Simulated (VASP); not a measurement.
Here is a VASP 6.6.1 calculation.

INCAR

```
  ALGO = Normal
  EDIFF = 1E-7
  ENCUT = 520
  GGA = PE
  ISIF = 2
  ISMEAR = 0
  LASPH = True
  LCHARG = False
  LREAL = False
  LWAVE = False
  NBANDS = 20
  NELM = 100
  PREC = Accurate
  SIGMA = 0.1
```

File KPOINTS:

```
k-points
0
Gamma
  12 12 12
```

POSCAR

```
Sr2O
1.0
    4.9080766661      0.0000000000      0.0000000000
   -2.4540383331      4.2505190766      0.0000000000
    0.0000000000      0.0000000000      3.9626291331
Sr O
2 1
Direct
    0.3333333333      0.6666666667      0.0000000000
    0.6666666667      0.3333333333      0.0000000000
    0.0000000000      0.0000000000      0.0000000000
```

Potentials or basis: VASP PAW PBE potentials, release 64 (Sr_sv, O).

Run with:

```bash
$ cat potpaw_PBE.64/Sr_sv/POTCAR potpaw_PBE.64/O/POTCAR > POTCAR
$ mpirun -np 1 vasp_std > vasp.out
```

(1) What does it give for the pressure?

(2) What does it give for the band gap on the k mesh?

## Answers

(1) 0.2 GPa.

(2) zero (band 13 reaches 3.38 eV, above the bottom of band 14 at 2.56 eV).
